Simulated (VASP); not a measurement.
A run of VASP 6.6.1:

File INCAR:

```
ALGO = Normal
EDIFF = 1E-6
ENCUT = 520
GGA = PE
ISIF = 2
ISMEAR = 0
LASPH = T
LCHARG = F
LREAL = F
LWAVE = F
NBANDS = 29
NELM = 100
PREC = Accurate
SIGMA = 0.1
```

File KPOINTS:

```
k-points
0
Gamma
  4 4 4
```

The input POSCAR:

```
GeSb4Se
1.0
    4.4146267987      0.0000000000      0.0000000000
    0.0000000000      4.4146267987      0.0000000000
    0.0000000000      0.0000000000      8.9655585908
Ge Sb Se
1 4 1
Direct
    0.0000000000      0.0000000000      0.0000000000
    0.5000000000      0.0000000000      0.7601475688
    0.0000000000      0.5000000000      0.2398524312
    0.5000000000      0.0000000000      0.2398524312
    0.0000000000      0.5000000000      0.7601475688
    0.5000000000      0.5000000000      0.5000000000
```

Potentials or basis: VASP PAW PBE potentials, release 64 (Ge_d, Sb, Se).

The run is started by

```console
$ cat potpaw_PBE.64/Ge_d/POTCAR potpaw_PBE.64/Sb/POTCAR potpaw_PBE.64/Se/POTCAR > POTCAR
$ mpirun -np 1 vasp_std > vasp.out
```

Hardware: 1 thread of Intel(R) Xeon(R) 6975P-C (Granite Rapids), on a shared host.

Task: How long does it take, and how much memory?

Result: Run time: 48 s on 1 thread of Intel(R) Xeon(R) 6975P-C (Granite Rapids), on a shared host, peak memory 0.33 GiB. Counts: scf iterations 14, k points 18.
